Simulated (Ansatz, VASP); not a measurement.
**SiC in VASP and in Ansatz**

```
Si C
1.0
     3.17776    0.00000    0.00000
    -1.58888    2.75202    0.00000
     0.00000    0.00000    5.01070
Si C
2 2
Direct
  0.33333 0.66667 0.00460
  0.66667 0.33333 0.50460
  0.33333 0.66667 0.38040
  0.66667 0.33333 0.88040
```

Alike in both runs: task relaxation of the atoms; functional LDA; k mesh 12 × 12 × 6; occupations gaussian, width 0.05 eV; no spin polarisation.

|  | VASP | Ansatz |
| --- | --- | --- |
| version | VASP 6.6.1 | Ansatz 0.2.0 |
| potentials or method | VASP PAW LDA potentials, release 64 (Si, C), cutoff 520 eV | scalar-relativistic, plane waves, PAW |
| valence electrons in the cell | 16 | 16 |

VASP gave:

* gap on the k mesh at the Fermi level, each at its own relaxed structure (eV): 2.16

**Question.** What did Ansatz give for the same quantities?

**Answer.** gap on the k mesh at the Fermi level, each at its own relaxed structure (eV): 2.18.

Ansatz warns that its potentials were made for another functional, while VASP's fit it. LDA's correlation is that of Perdew and Zunger in VASP and of Perdew and Wang (1992) in Ansatz. Ansatz's warnings: stress scf threshold loose.
